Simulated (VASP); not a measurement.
Runs of VASP 6.6.1 on Ag. The structure is that of space group I4/mmm (No. 139), or close to it. The cells are those of the table. 

| cell | further INCAR settings | gap on the mesh (eV) | pressure (GPa) |
| --- | --- | --- | --- |
| a = 2.813, b = 2.813, c = 3.336 Å, angles 53.6, 53.6, 72.7°, 1 atom | ALGO = Fast; EDIFF = 1e-07; NBANDS = 12 | none | 5.4 |
| a = 2.831, b = 2.831, c = 3.050 Å, angles 57.4, 57.4, 65.2°, 1 atom | ALGO = Fast; EDIFF = 1e-06; NBANDS = 12 | none | (a) |
| a = 3.003, b = 3.003, c = 2.719 Å, angles 63.1, 63.1, 53.8°, 1 atom | ALGO = Fast; EDIFF = 1e-07; NBANDS = 12 | none | (b) |
| a = 3.070, b = 3.070, c = 2.647 Å, angles 64.5, 64.5, 51.1°, 1 atom | ALGO = Fast; EDIFF = 1e-06; NBANDS = 12 | none | 9.2 |
| a = 3.153, b = 3.153, c = 2.574 Å, angles 65.9, 65.9, 48.2°, 1 atom | ALGO = Fast; EDIFF = 1e-06; NBANDS = 12 | none | 14.1 |

Alike in all rows: task single point; level PBE; potentials or basis VASP PAW PBE potentials, release 64 (Ag); no spin polarisation; k mesh 22 × 22 × 22; cutoff (eV) 520; smearing gaussian 0.15 eV.

Question: Estimate the missing entries.

Answer: (a) 5.0; (b) 6.4.

A k mesh can miss the band edges, and the runs leave out spin-orbit coupling on Ag.

A gap of «none» marks levels without a gap at the run's occupations.
